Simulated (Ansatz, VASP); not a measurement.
# LiCl: VASP beside Ansatz

```
Cl Li
1.0
     0.00000    2.56477    2.56477
     2.56477    0.00000    2.56477
     2.56477    2.56477    0.00000
Cl Li
1 1
Direct
  0.50000 0.50000 0.50000
  0.00000 0.00000 0.00000
```

Alike in both runs: task single point; functional PBE; k mesh 9 × 9 × 9; occupations fermi-dirac, width 0.05 eV; no spin polarisation.

|  | VASP | Ansatz |
| --- | --- | --- |
| version | VASP 6.6.1 | Ansatz 0.2.0 |
| potentials or method | VASP PAW PBE potentials, release 64 (Cl, Li_sv), cutoff 520 eV | all-electron LAPW, scalar-relativistic |

Ansatz gave:

```
gap on the k mesh at the Fermi level (eV) : 6.33
least direct gap on the mesh (eV)         : 6.33
```

Q: What did VASP give for the same quantities?

A: gap on the k mesh at the Fermi level (eV): 6.34; least direct gap on the mesh (eV): 6.34.

Ansatz ran all-electron here, and VASP with PAW potentials.

Noted on VASP's run: the cutoff is short for stress, so the pressure is rough.
